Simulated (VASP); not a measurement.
Input of a VASP 6.6.1 run:

Contents of INCAR:

```
PREC = Accurate
ENCUT = 520
EDIFF = 1E-6
ISMEAR = 0
SIGMA = 0.1
LREAL = False
LASPH = True
NELM = 150
ALGO = Normal
ISIF = 2
LWAVE = False
LCHARG = True
ISPIN = 2
MAGMOM = 1 1 0 0 0
LORBIT = 11
LMAXMIX = 4
GGA = PE
LELF = True
LVHAR = True
NBANDS = 31
```

KPOINTS

```
Automatic mesh
0
Gamma
  4 4 4
```

The input POSCAR:

```
PdPtS3
1.0
    4.6899538500      0.0000000000      0.0000000000
    0.0000000000      4.6899538500      0.0000000000
    0.0000000000      0.0000000000      4.6899538500
Pd Pt S
1 1 3
Direct
    0.0000000000      0.0000000000      0.0000000000
    0.5000000000      0.5000000000      0.5000000000
    0.5000000000      0.0000000000      0.5000000000
    0.5000000000      0.5000000000      0.0000000000
    0.0000000000      0.5000000000      0.5000000000
```

Potentials or basis: VASP PAW PBE potentials, release 64 (Pd, Pt, S).

Launch:

```sh
$ cat potpaw_PBE.64/Pd/POTCAR potpaw_PBE.64/Pt/POTCAR potpaw_PBE.64/S/POTCAR > POTCAR
$ mpirun -np 1 vasp_std > vasp.out
```

Predict the pressure.

0.5 GPa.

Estimate the net moment.

1.37 μB per cell.

Predict the site moments.

Pd +0.38; Pt +0.12; S +0.20 μB.
